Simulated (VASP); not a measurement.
# In2P2F in VASP: single point with PBE

Aim: the single point of In2P2F with PBE.

Program: VASP 6.6.1. These are calculated values, not measurements. Logs are shortened: lines on timing, memory, paths and dates and some standing lists are left out, and cuts for length are marked.

### Step 1. The cell of the first run

The cell holds a slab with vacuum, 5 atoms: a = 4.215 Å, b = 4.215 Å, c = 19.785 Å, α = 90.00°, β = 90.00°, γ = 120.00°.

### Step 2. Single point, PBE, collinear spin

The input, INCAR:

```
SYSTEM = In2P2F
PREC     = Accurate       ! precision mode
ENCUT    = 520            ! plane-wave cutoff, eV
EDIFF    = 1E-6           ! SCF threshold, eV
ISMEAR   = 0              ! smearing method
SIGMA    = 0.05           ! smearing width, eV
LREAL    = .False.        ! projectors in reciprocal space
LASPH    = .True.         ! aspherical terms in the spheres
NELM     = 200            ! most SCF steps
ALGO     = Normal         ! electronic algorithm
ISIF     = 2              ! what is computed and relaxed
LWAVE    = .False.        ! write WAVECAR
LCHARG   = .False.        ! write CHGCAR
ISPIN    = 2              ! spin polarisation
MAGMOM   = 0 0 0 0 1      ! initial moments
LORBIT   = 11             ! projections on sites
LDIPOL   = .True.       
IDIPOL   = 3            
DIPOL    = 0.5 0.5 0.349
GGA      = PE             ! functional
NBANDS   = 34             ! bands
GGA_COMPAT= .False.      
NELMDL   = -8           
KPAR     = 4
```

The input, KPOINTS:

```
Automatic mesh
0
Gamma
  9 9 1
  0 0 0
```

The input, POSCAR:

```
In2P2F
1.0
    4.2146139046      0.0000000000      0.0000000000
   -2.1073069523      3.6499627085      0.0000000000
    0.0000000000      0.0000000000     19.7850746821
P In F
2 2 1
Direct
    0.0000000000      0.0000000000      0.2021726005
    0.3333333333      0.6666666667      0.3884459110
    0.3333333333      0.6666666667      0.2456550980
    0.6666666667      0.3333333333      0.4187537735
    0.6666666667      0.7777777778      0.4890134672
```

Potentials or basis: VASP PAW PBE potentials, release 64 (P, In_d, F).

The run is started by

```bash
> cat potpaw_PBE.64/P/POTCAR potpaw_PBE.64/In_d/POTCAR potpaw_PBE.64/F/POTCAR > POTCAR
> mpirun -np 4 vasp_std > vasp.out
```

OUTCAR:

```text
SYSTEM = In2P2F
   PREC = Accurate
   ENCUT = 520
   EDIFF = 1E-6
   ISMEAR = 0
   LREAL = .False.
   LASPH = .True.
   NELM = 200
   ISIF = 2
   ISPIN = 2
   LORBIT = 11
   GGA = PE
   NELMDL = -8

 ion  position               nearest neighbor table
   1  0.000  0.000  0.202-   3 2.58   3 2.58   3 2.58
   2  0.333  0.667  0.388-   5 2.34   4 2.51   4 2.51   4 2.51   3 2.83
   3  0.333  0.667  0.246-   1 2.58   1 2.58   1 2.58   2 2.83
   4  0.667  0.333  0.419-   5 2.33   2 2.51   2 2.51   2 2.51   5 2.72
   5  0.667  0.778  0.489-   4 2.33   2 2.34   4 2.72

  LATTYP: Found a hexagonal cell.
 ALAT       =     4.2146139046
 C/A-ratio  =     4.6943979045

  Lattice vectors:

 A1 = (   4.2146139046,   0.0000000000,   0.0000000000)
 A2 = (  -2.1073069523,   3.6499627085,   0.0000000000)
 A3 = (   0.0000000000,   0.0000000000,  19.7850746821)

Analysis of symmetry for initial positions (statically):
=====================================================================
 Subroutine PRICEL returns:
 Original cell was already a primitive cell.

 Routine SETGRP: Setting up the symmetry group for a
 hexagonal supercell.

 Subroutine GETGRP returns: Found  1 space group operations
 (whereof  1 operations were pure point group operations)
 out of a pool of 24 trial point group operations.

The static configuration has the point symmetry C_1 .

Analysis of symmetry for dynamics (positions and initial velocities):
=====================================================================
 Subroutine PRICEL returns:
 Original cell was already a primitive cell.

 Routine SETGRP: Setting up the symmetry group for a
 hexagonal supercell.

 Subroutine GETGRP returns: Found  1 space group operations
 (whereof  1 operations were pure point group operations)
 out of a pool of 24 trial point group operations.

The dynamic configuration has the point symmetry C_1 .

Analysis of structural, dynamic, and magnetic symmetry:
=====================================================================
 Subroutine PRICEL returns:
 Original cell was already a primitive cell.

 Routine SETGRP: Setting up the symmetry group for a
 hexagonal supercell.

 Subroutine GETGRP returns: Found  1 space group operations
 (whereof  1 operations were pure point group operations)
 out of a pool of 24 trial point group operations.

The overall configuration has the point symmetry C_1 .

 Subroutine INISYM returns: Found  1 space group operations
 (whereof  1 operations are pure point group operations),
 and found     1 'primitive' translations

----------------------------------------------------------------------------------------

                                     Primitive cell

  volume of cell :     304.3574

  direct lattice vectors                    reciprocal lattice vectors
     4.214613905  0.000000000  0.000000000     0.237269658  0.136987701  0.000000000
    -2.107306952  3.649962708  0.000000000     0.000000000  0.273975402  0.000000000
     0.000000000  0.000000000 19.785074682     0.000000000  0.000000000  0.050543150

  length of vectors
     4.214613905  4.214613905 19.785074682     0.273975402  0.273975402  0.050543150

  position of ions in fractional coordinates (direct lattice)
     0.000000000  0.000000000  0.202172600
     0.333333333  0.666666667  0.388445911
     0.333333333  0.666666667  0.245655098
     0.666666667  0.333333333  0.418753774
     0.666666667  0.777777778  0.489013467

  ion indices of the primitive-cell ions
   primitive index   ion index
                 1           1
                 2           2
                 3           3
                 4           4
                 5           5

----------------------------------------------------------------------------------------

 KPOINTS: Automatic mesh

Automatic generation of k-mesh.
 Grid dimensions read from file:
[... 26 lines left out ...]
  0.222222  0.000000  0.000000      2.000000
  0.000000  0.222222  0.000000      2.000000
[... 16 lines left out ...]
  0.333333  0.111111  0.000000      2.000000
 -0.111111  0.444444  0.000000      2.000000
 [... further k-points ...]
   k-points           NKPTS =     41   k-points in BZ     NKDIM =     41   number of bands    NBANDS=     34
   number of dos      NEDOS =    301   number of ions     NIONS =      5
   total plane-waves  NPLWV = 153600
   dimension x,y,z NGX =    32 NGY =   32 NGZ =  150
   dimension x,y,z NGXF=    64 NGYF=   64 NGZF=  300
   ions per type =               2   2   1
   NGX,Y,Z   is equivalent  to a cutoff of  12.62, 12.62, 12.60 a.u.
   NGXF,Y,Z  is equivalent  to a cutoff of  25.24, 25.24, 25.21 a.u.
 SYSTEM =  In2P2F
   PREC   = accura    normal or accurate (medium, high low for compatibility)
   ISTART =      0    job   : 0-new  1-cont  2-samecut
   ICHARG =      2    charge: 1-file 2-atom 10-const
   ISPIN  =      2    spin polarized calculation?
   LNONCOLLINEAR =      F non collinear calculations
   LSORBIT =      F    spin-orbit coupling
   LASPH  =      T    aspherical Exc in radial PAW
   ENCUT  =  520.0 eV  38.22 Ry    6.18 a.u.   7.84  7.84 36.79*2*pi/ulx,y,z
   NELM   =    200;   NELMIN=  2; NELMDL= -8     # of ELM steps
   EDIFF  = 0.1E-05   stopping-criterion for ELM
   LREAL  =      F    real-space projection
   EDIFFG = 0.1E-04   stopping-criterion for IOM
   NSW    =      0    number of steps for IOM
   IBRION =     -1    ionic relax: 0-MD 1-quasi-New 2-CG
   NFREE  =      0    steps in history (QN), initial steepest desc. (CG)
   ISIF   =      2    stress and relaxation
   ISYM   =      2    0-nonsym 1-usesym 2-fastsym
   POTIM  = 0.5000    time-step for ionic-motion
   TEBEG  =    0.0;   TEEND  =   0.0 temperature during run
   PSTRESS=    0.0 pullay stress
   NELECT =      43.0000    total number of electrons
   NUPDOWN=      -1.0000    fix difference up-down
   EMIN   =  10.00;   EMAX   =-10.00  energy-range for DOS
   EFERMI =   0.00;   METHOD = LEGACY
   ISMEAR =     0;   SIGMA  =   0.05  broadening in eV -4-tet -1-fermi 0-gaus
   EFERMI_NEDOS =   21; number of points for ismear=-14 and -15
   IALGO  =     38    algorithm
   IMIX   =      4    mixing-type and parameters
     AMIX     =   0.40;   BMIX     =  1.00
     AMIX_MAG =   1.60;   BMIX_MAG =  1.00
  volume/ion in A,a.u.               =      60.87       410.78
  Fermi-wavevector in a.u.,A,eV,Ry     =   0.852648  1.611271  9.891548  0.727008
  Thomas-Fermi vector in A             =   1.968968
   LORBIT       =     11    0 simple, 1 ext, 2 COOP (PROOUT), +10 PAW based schemes
   GGA     = PE    functional components
   LHFCALC =     F    Hartree Fock is set to
   AEXX    =    0.0000 exact exchange contribution
   IVDW    =     0    specifies the selected vdW correction
   LEPSILON=     F    determine dielectric tensor
   LRPA    =     F    only Hartree local field effects (RPA)
 spin polarized calculation
 Gauss-broadening in eV      SIGMA  =   0.05
  energy-cutoff  :      520.00
  volume of cell :      304.36
 maximum number of plane-waves:      8238
   NGX = 15   NGY = 15   NGZ = 73

 dipolmoment           0.000000      0.000000     -0.046446 electrons x Angstroem

 number of electron      43.0000001 magnetization       0.9974126

 dipolmoment           0.000000      0.000000      0.115166 electrons x Angstroem

 Free energy of the ion-electron system (eV)
  ---------------------------------------------------
  ext. energy  EPLUGINS =         0.00000000
  ---------------------------------------------------
  free energy    TOTEN  =       -19.16138352 eV

  energy without entropy =      -19.16051668  energy(sigma->0) =      -19.16095010

 E-fermi :  -2.2894     XC(G=0):  -4.0337

 val. band max:       -2.3376117650   @ k =   0.0000   0.0000   0.0000
 cond. band min:      -2.2704047347   @ k =   0.4444   0.0000   0.0000
 fundamental gap:      0.0672070303
 Fermi energy:        -2.2894052015

 spin component 1

 k-point     1 :       0.0000    0.0000    0.0000
  band No.  band energies     occupation
      1     -24.0306      1.00000
      2     -16.7031      1.00000
      3     -16.6239      1.00000
      4     -16.5761      1.00000
      5     -16.5162      1.00000
      6     -16.4713      1.00000
[... 853 lines left out ...]
     32       5.7638      0.00000
     33       5.9807      0.00000

 [... further k-points ...]

 spin component 2

 k-point     1 :       0.0000    0.0000    0.0000
  band No.  band energies     occupation
      1     -23.8267      1.00000
      2     -16.6847      1.00000
      3     -16.6088      1.00000
      4     -16.5612      1.00000
      5     -16.5079      1.00000
      6     -16.4643      1.00000
[... 853 lines left out ...]
     32       5.8975      0.00000
     33       6.1349      0.00000

 [... further k-points ...]

 [bands above 33 left out]

------------------------ aborting loop because EDIFF is reached ----------------------------------------

 vacuum level on the upper side and lower side of the slab       (xc-potential included)         0.658        -0.660

  FORCE on cell =-STRESS in cart. coord.  units (eV):
  Direction    XX          YY          ZZ          XY          YZ          ZX
  --------------------------------------------------------------------------------------
  -------------------------------------------------------------------------------------
  Total        0.9717178     -0.8005234     -1.3585220      0.5793981     -0.2500747      1.0132521
  in kB        5.1152498     -4.2140598     -7.1514372      3.0500276     -1.3164261      5.3338916
  external PRESSURE =      -2.0834157 kB  Pullay stress =       0.0000000 kB

 VOLUME and BASIS-vectors are now :
 -----------------------------------------------------------------------------
  energy-cutoff  :      520.00
  volume of cell :      304.36
      direct lattice vectors                 reciprocal lattice vectors
     4.214613905  0.000000000  0.000000000     0.237269658  0.136987701  0.000000000
    -2.107306952  3.649962708  0.000000000     0.000000000  0.273975402  0.000000000
     0.000000000  0.000000000 19.785074682     0.000000000  0.000000000  0.050543150

 POSITION                                       TOTAL-FORCE (eV/Angst)
 -----------------------------------------------------------------------------------
      0.00000      0.00000      4.00000        -0.014686      0.000006      0.456296
     -0.00000      2.43331      7.68543        -0.426740     -0.050492     -1.173036
     -0.00000      2.43331      4.86030        -0.044201     -0.004765      0.020297
      2.10731      1.21665      8.28507         0.095381      0.268731      0.676034
      1.17073      2.83886      9.67517         0.390246     -0.213480      0.020409
 -----------------------------------------------------------------------------------
    total drift:                               -0.000165     -0.000159      0.000394

  FREE ENERGIE OF THE ION-ELECTRON SYSTEM (eV)
  ---------------------------------------------------
  free  energy   TOTEN  =       -19.1613835231 eV

  energy  without entropy=      -19.1605166805  energy(sigma->0) =      -19.16095010

 vacuum level on the upper side and lower side of the slab         4.552         3.197

 total charge

# of ion       s       p       d       tot
------------------------------------------
    1        1.072   1.375   0.000   2.448
    2        1.065   1.404   0.000   2.469
    3        0.846   0.669   9.880  11.395
    4        0.834   0.609   9.914  11.357
    5        1.749   4.262   0.000   6.011
--------------------------------------------------
tot          5.565   8.320  19.794  33.679

 magnetization (x)

# of ion       s       p       d       tot
------------------------------------------
    1        0.010   0.219   0.000   0.229
    2        0.004   0.136   0.000   0.140
    3       -0.013   0.011   0.012   0.011
    4        0.004   0.021   0.005   0.029
    5        0.003   0.103   0.000   0.106
--------------------------------------------------
tot          0.008   0.490   0.017   0.515
```

Run time: 6.7 min. Hardware: 4 MPI ranks of Intel Xeon Platinum 8375C at 2.90GHz (Ice Lake), shared host; peak memory 0.92 GiB.

What came out:

```yaml
Free_energy: -19.1614 eV
Largest_force: 1.249 eV/Å
Band_gap_on_the_k_mesh: zero (filled and empty bands overlap)
Net_moment: 1.00 μB per cell
Site_moments: P +0.23, +0.14; In +0.01, +0.03; F +0.11 μB
Valence_electrons_inside_the_program's_atomic_spheres: P 2.45, 2.47; In 11.39, 11.36; F 6.01
```

Forces on the atoms (eV/Å):
```
P   -0.015  0.000  0.456
P   -0.427 -0.050 -1.173
In  -0.044 -0.005  0.020
In   0.095  0.269  0.676
F    0.390 -0.213  0.020
```

Levels at points of the mesh, in eV from the Fermi level:
Spin up:
```
           k point  band 20  band 21  band 22  band 23  band 24  band 25
(0.00, 0.00, 0.00)    -0.38    -0.09    -0.05     0.91     1.53     3.79
```
Spin down:
```csv
k point,band 18,band 19,band 20,band 21,band 22,band 23,band 24,band 25
"(0.00, 0.00, 0.00)",-0.88,-0.50,-0.12,0.10,0.17,1.25,1.79,3.96
```

Caveat: spin-orbit coupling is left out, which moves the levels of the heavy elements.

The gap in the log of VASP goes by the Fermi energy; the results here count the filled bands.